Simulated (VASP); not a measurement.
# TaN (P-6m2) in VASP: a series of runs

TaN is run at these levels: BLYP+D4, PBE+U; tasks: relaxation of cell and atoms, single point.

Program: VASP 6.6.1. These are calculated values, not measurements. Logs are shortened: lines on timing, memory, paths and dates and some standing lists are left out, and cuts for length are marked.

## (1) The cell of the first run

Symmetry: P-6m2, No. 187, hexagonal system. Conventional cell: a = 2.938 Å, b = 2.938 Å, c = 2.883 Å, α = 90.00°, β = 90.00°, γ = 120.00°. Ta (site symmetry -6m2) has 6 N at 2.23 Å and 2 Ta at 2.88 Å within 2.9 Å. N (site symmetry -6m2) has 6 Ta at 2.23 Å and 2 N at 2.88 Å within 2.9 Å.

## (2) Relaxation of cell and atoms, BLYP+D4

Input file INCAR:

```
PREC = Accurate ; ENCUT = 600
EDIFF = 1E-6 ; ISMEAR = 0
SIGMA = 0.1 ; LREAL = False
LASPH = True ; NELM = 80
ALGO = Normal ; ISIF = 3
LWAVE = False ; LCHARG = False
GGA = B5 ; ALDAX = 1.0
AGGAX = 1.0 ; AGGAC = 1.0
ALDAC = 0.0 ; IVDW = 13
VDW_S6 = 1.0 ; VDW_S8 = 2.34076671
VDW_A1 = 0.44488865 ; VDW_A2 = 4.0933009
IBRION = 2 ; NSW = 80
EDIFFG = -0.005
```

Input file KPOINTS:

```
Automatic mesh
0
Gamma
  10 10 9
```

Input file POSCAR:

```
TaN
1.0
    2.9380000000      0.0000000000      0.0000000000
   -1.4690000000      2.5443826363      0.0000000000
    0.0000000000      0.0000000000      2.8830000000
Ta N
1 1
Direct
    0.0000000000      0.0000000000      0.5000000000
    0.6666666667      0.3333333333      0.0000000000
```

Potentials or basis: VASP PAW PBE potentials, release 64 (Ta_pv, N).

Started as:

```bash
$ cat potpaw_PBE.64/Ta_pv/POTCAR potpaw_PBE.64/N/POTCAR > POTCAR
$ mpirun -np 1 vasp_std > vasp.out
```

OUTCAR:

```text
PREC = Accurate
   ENCUT = 600
   EDIFF = 1E-6
   ISMEAR = 0
   LREAL = False
   LASPH = True
   NELM = 80
   ISIF = 3
   GGA = B5
   IVDW = 13
   IBRION = 2
   NSW = 80
   EDIFFG = -0.005

 ion  position               nearest neighbor table
   1  0.000  0.000  0.500-   2 2.23   2 2.23   2 2.23   2 2.23   2 2.23   2 2.23
   2  0.667  0.333  0.000-   1 2.23   1 2.23   1 2.23   1 2.23   1 2.23   1 2.23

  LATTYP: Found a hexagonal cell.
 ALAT       =     2.9380000000
 C/A-ratio  =     0.9812797822

  Lattice vectors:

 A1 = (   2.9380000000,   0.0000000000,   0.0000000000)
 A2 = (  -1.4690000000,   2.5443826363,   0.0000000000)
 A3 = (   0.0000000000,   0.0000000000,   2.8830000000)

Analysis of symmetry for initial positions (statically):
=====================================================================
 Subroutine PRICEL returns:
 Original cell was already a primitive cell.

 Routine SETGRP: Setting up the symmetry group for a
 hexagonal supercell.

 Subroutine GETGRP returns: Found 12 space group operations
 (whereof 12 operations were pure point group operations)
 out of a pool of 24 trial point group operations.

The static configuration has the point symmetry D_3h.

Analysis of symmetry for dynamics (positions and initial velocities):
=====================================================================
 Subroutine PRICEL returns:
 Original cell was already a primitive cell.

 Routine SETGRP: Setting up the symmetry group for a
 hexagonal supercell.

 Subroutine GETGRP returns: Found 12 space group operations
 (whereof 12 operations were pure point group operations)
 out of a pool of 24 trial point group operations.

The dynamic configuration has the point symmetry D_3h.

 Subroutine INISYM returns: Found 12 space group operations
 (whereof 12 operations are pure point group operations),
 and found     1 'primitive' translations

----------------------------------------------------------------------------------------

                                     Primitive cell

  volume of cell :      21.5516

  direct lattice vectors                    reciprocal lattice vectors
     2.938000000  0.000000000  0.000000000     0.340367597  0.196511324  0.000000000
    -1.469000000  2.544382636  0.000000000     0.000000000  0.393022648  0.000000000
     0.000000000  0.000000000  2.883000000     0.000000000  0.000000000  0.346860909

  length of vectors
     2.938000000  2.938000000  2.883000000     0.393022648  0.393022648  0.346860909

  position of ions in fractional coordinates (direct lattice)
     0.000000000  0.000000000  0.500000000
     0.666666667  0.333333333  0.000000000

  ion indices of the primitive-cell ions
   primitive index   ion index
                 1           1
                 2           2

----------------------------------------------------------------------------------------

 KPOINTS: Automatic mesh

Automatic generation of k-mesh.
 Grid dimensions read from file:
 generate k-points for:   10   10    9

 Generating k-lattice:

  Cartesian coordinates                     Fractional coordinates (reciprocal lattice)
     0.034036760  0.019651132  0.000000000     0.100000000  0.000000000  0.000000000
     0.000000000  0.039302265  0.000000000     0.000000000  0.100000000  0.000000000
     0.000000000  0.000000000  0.038540101     0.000000000  0.000000000  0.111111111

  Length of vectors
     0.039302265  0.039302265  0.038540101

  Shift w.r.t. Gamma in fractional coordinates (k-lattice)
     0.000000000  0.000000000  0.000000000

 Subroutine IBZKPT returns following result:
 ===========================================

 Found     70 irreducible k-points:

 Following reciprocal coordinates:
            Coordinates               Weight
  0.000000  0.000000  0.000000      1.000000
  0.100000 -0.000000  0.000000      6.000000
  0.200000 -0.000000  0.000000      6.000000
  0.300000  0.000000  0.000000      6.000000
  0.400000 -0.000000  0.000000      6.000000
  0.500000  0.000000  0.000000      3.000000
[... 16 lines left out ...]
  0.300000  0.100000  0.111111     24.000000
  0.400000  0.100000  0.111111     24.000000
 [... further k-points ...]
   k-points           NKPTS =     70   k-points in BZ     NKDIM =     70   number of bands    NBANDS=     12
   number of dos      NEDOS =    301   number of ions     NIONS =      2
   total plane-waves  NPLWV =  13824
   dimension x,y,z NGX =    24 NGY =   24 NGZ =   24
   dimension x,y,z NGXF=    48 NGYF=   48 NGZF=   48
   ions per type =               1   1
   NGX,Y,Z   is equivalent  to a cutoff of  13.58, 13.58, 13.84 a.u.
   NGXF,Y,Z  is equivalent  to a cutoff of  27.16, 27.16, 27.68 a.u.
 SYSTEM =  unknown system
   PREC   = accura    normal or accurate (medium, high low for compatibility)
   ISTART =      0    job   : 0-new  1-cont  2-samecut
   ICHARG =      2    charge: 1-file 2-atom 10-const
   ISPIN  =      1    spin polarized calculation?
   LNONCOLLINEAR =      F non collinear calculations
   LSORBIT =      F    spin-orbit coupling
   LASPH  =      T    aspherical Exc in radial PAW
   ENCUT  =  600.0 eV  44.10 Ry    6.64 a.u.   5.87  5.87  5.76*2*pi/ulx,y,z
   NELM   =     80;   NELMIN=  2; NELMDL= -5     # of ELM steps
   EDIFF  = 0.1E-05   stopping-criterion for ELM
   LREAL  =      F    real-space projection
   EDIFFG = -.5E-02   stopping-criterion for IOM
   NSW    =     80    number of steps for IOM
   IBRION =      2    ionic relax: 0-MD 1-quasi-New 2-CG
   NFREE  =      1    steps in history (QN), initial steepest desc. (CG)
   ISIF   =      3    stress and relaxation
   ISYM   =      2    0-nonsym 1-usesym 2-fastsym
   POTIM  = 0.5000    time-step for ionic-motion
   TEBEG  =    0.0;   TEEND  =   0.0 temperature during run
   PSTRESS=    0.0 pullay stress
   NELECT =      16.0000    total number of electrons
   NUPDOWN=      -1.0000    fix difference up-down
   EMIN   =  10.00;   EMAX   =-10.00  energy-range for DOS
   EFERMI =   0.00;   METHOD = LEGACY
   ISMEAR =     0;   SIGMA  =   0.10  broadening in eV -4-tet -1-fermi 0-gaus
   EFERMI_NEDOS =   21; number of points for ismear=-14 and -15
   IALGO  =     38    algorithm
   IMIX   =      4    mixing-type and parameters
     AMIX     =   0.40;   BMIX     =  1.00
     AMIX_MAG =   1.60;   BMIX_MAG =  1.00
  volume/ion in A,a.u.               =      10.78        72.72
  Fermi-wavevector in a.u.,A,eV,Ry     =   1.482365  2.801264 29.897531  2.197407
  Thomas-Fermi vector in A             =   2.596160
   LORBIT       =      0    0 simple, 1 ext, 2 COOP (PROOUT), +10 PAW based schemes
   GGA     = B5    functional components
   LHFCALC =     F    Hartree Fock is set to
   AEXX    =    0.0000 exact exchange contribution
   IVDW    =    13    specifies the selected vdW correction
   LEPSILON=     F    determine dielectric tensor
   LRPA    =     F    only Hartree local field effects (RPA)
 conjugate gradient relaxation of ions
 non-spin polarized calculation
 Gauss-broadening in eV      SIGMA  =   0.10
  energy-cutoff  :      600.00
  volume of cell :       21.55
 maximum number of plane-waves:       729
 NGX is ok and might be reduce to    24
   NGX = 11   NGY = 11   NGZ = 11

--------------------------------------- Ionic step        1  -------------------------------------------

 number of electron      16.0000001 magnetization

 Free energy of the ion-electron system (eV)
  ---------------------------------------------------
  ext. energy  EPLUGINS =         0.00000000
  ---------------------------------------------------
  free energy    TOTEN  =       -20.43320874 eV

  energy without entropy =      -20.43313261  energy(sigma->0) =      -20.43317068

------------------------ aborting loop because EDIFF is reached ----------------------------------------

  DFT-D4 for vdW energy calculation

  Edisp (eV):   -1.16783

  FORCE on cell =-STRESS in cart. coord.  units (eV):
  Direction    XX          YY          ZZ          XY          YZ          ZX
  --------------------------------------------------------------------------------------
  -------------------------------------------------------------------------------------
  Total       1.03116     1.03116     1.26023     0.00000     0.00000     0.00000
  in kB      76.65817    76.65817    93.68744     0.00000     0.00000     0.00000
  external pressure =       82.33 kB  Pullay stress =        0.00 kB
[... 261 lines left out ...]
  energy  without entropy=      -21.6140080482  energy(sigma->0) =      -21.61405104

--------------------------------------- Ionic step        8  -------------------------------------------

 number of electron      16.0000001 magnetization

 Free energy of the ion-electron system (eV)
  ---------------------------------------------------
  ext. energy  EPLUGINS =         0.00000000
  ---------------------------------------------------
  free energy    TOTEN  =       -20.47634220 eV

  energy without entropy =      -20.47625607  energy(sigma->0) =      -20.47629914

 E-fermi :   8.5572     XC(G=0): -12.5272

 val. band max:        8.4211610882   @ k =   0.0000   0.0000   0.4444
 cond. band min:       8.7124885721   @ k =   0.0000   0.0000   0.3333
 fundamental gap:      0.2913274839
 Fermi energy:         8.5572091906

 k-point     1 :       0.0000    0.0000    0.0000
  band No.  band energies     occupation
      1     -26.3355      2.00000
      2     -26.0791      2.00000
      3     -26.0791      2.00000
      4      -8.9630      2.00000
      5       4.0556      2.00000
      6       4.0556      2.00000
      7       4.4538      2.00000
      8       5.6195      2.00000
      9      10.7625      0.00000
     10      11.9094      0.00000
     11      11.9094      0.00000
     12      12.2963      0.00000
[... 331 lines left out ...]
 k-point    24 :       0.4000    0.1000    0.1111
  band No.  band energies     occupation
      1     -26.9702      2.00000
      2     -26.3398      2.00000
      3     -26.2944      2.00000
      4      -6.8168      2.00000
      5       0.7558      2.00000
      6       3.2599      2.00000
      7       4.4687      2.00000
      8       6.3063      2.00000
      9      10.9903      0.00000
     10      11.9296      0.00000
     11      12.8697      0.00000
     12      14.0779      0.00000

 [... further k-points ...]

------------------------ aborting loop because EDIFF is reached ----------------------------------------

  DFT-D4 for vdW energy calculation

  Edisp (eV):   -1.13776

  FORCE on cell =-STRESS in cart. coord.  units (eV):
  Direction    XX          YY          ZZ          XY          YZ          ZX
  --------------------------------------------------------------------------------------
  -------------------------------------------------------------------------------------
  Total       0.00310     0.00310     0.00530    -0.00000    -0.00000     0.00000
  in kB       0.22507     0.22507     0.38496    -0.00000    -0.00000     0.00000
  external pressure =        0.28 kB  Pullay stress =        0.00 kB
[... 17 lines left out ...]
  FREE ENERGIE OF THE ION-ELECTRON SYSTEM (eV)
  ---------------------------------------------------
  free  energy   TOTEN  =       -21.6140987050 eV

  energy  without entropy=      -21.6140125652  energy(sigma->0) =      -21.61405564

 reached required accuracy - stopping structural energy minimisation
```

Run time: 80 s. Hardware: 1 thread of AMD EPYC 7R13 (Zen 3), shared host; peak memory 0.14 GiB.

Results:

```
Free energy                            : -21.6141 eV
Relaxed volume                         : 11.03 Å³/atom
Relaxed cell                           : a = 2.960 Å, b = 2.960 Å, c = 2.908 Å, α = 90.00°, β = 90.00°, γ = 120.00°
Space group after relaxing (to 0.05 Å) : P-6m2 (No. 187)
Energy gained by relaxing              : 6.5 meV/atom
Ionic steps                            : 8
Pressure after relaxing                : 0.0 GPa
Band gap on the k mesh                 : zero (band 8 reaches 8.71 eV, above the bottom of band 9 at 8.42 eV)
Dispersion energy per atom             : -0.569 eV
```

The path:
| step | energy change (eV) | largest force (eV/Å) | pressure (GPa) | volume (Å³) |
| --- | --- | --- | --- | --- |
| 1 | 0.0000 | 0.0000 | 8.23 | 21.55 |
| 2 | 0.0546 | 0.0000 | -16.20 | 23.33 |
| 3 | -0.0130 | 0.0000 | -0.14 | 22.08 |
| 4 | -0.0131 | 0.0000 | -0.01 | 22.07 |
| 5 | -0.0130 | 0.0000 | 0.15 | 22.06 |
| 6 | -0.0131 | 0.0000 | 0.14 | 22.06 |
| 7 | -0.0131 | 0.0000 | 0.15 | 22.06 |
| 8 | -0.0131 | 0.0000 | 0.03 | 22.07 |

Final structure:
```yaml
crystal:
  lattice:
    - [2.95991, 0.00000, 0.00000]
    - [-1.47995, 2.56336, 0.00000]
    - [0.00000, 0.00000, 2.90829]
  atoms:
    - { symbol: Ta, position: [0.00000, 0.00000, 0.50000] }
    - { symbol: N, position: [0.66667, 0.33333, 0.00000] }
```

Caveat: the PAW data sets were made with another functional, which shifts forces and pressure a little; spin-orbit coupling is left out, which moves the levels of the heavy elements; pairwise dispersion overbinds metals, which lowers pressure and volume.

[end of part 1 of 2]
